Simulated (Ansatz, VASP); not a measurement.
## One calculation of W, two programs

```
W
1.0
     2.55515    0.00000    0.00000
     0.00000    2.55515    0.00000
     0.00000    0.00000    2.55515
W
1
Cartesian
  0.0000 0.0000 0.0000
```

Alike in both runs: task relaxation of cell and atoms; functional PBEsol; k mesh 6 × 6 × 6; occupations gaussian, width 0.1 eV; no spin polarisation.

|  | VASP | Ansatz |
| --- | --- | --- |
| version | VASP 6.6.1 | Ansatz 0.2.0 |
| potentials or method | VASP PAW PBE potentials, release 64 (W_sv), cutoff 500 eV | scalar-relativistic, plane waves, PAW |
| valence electrons in the cell | 14 | 14 |

```csv
,VASP,Ansatz,Ansatz less VASP
"gap on the k mesh at the Fermi level, each at its own relaxed structure (eV)",none,none,-
relaxed volume (Å³/atom),17.67,17.62,-0.053
relaxed cell length with the largest relative difference (Å),2.605,2.602,-0.0026
```

VASP's potentials were made for PBE, not for PBEsol. A gap of «none» marks a metal or a gap that the smearing closes.

The k mesh is coarse, so the values compare programs but aren't converged. Spin-orbit coupling is off throughout.
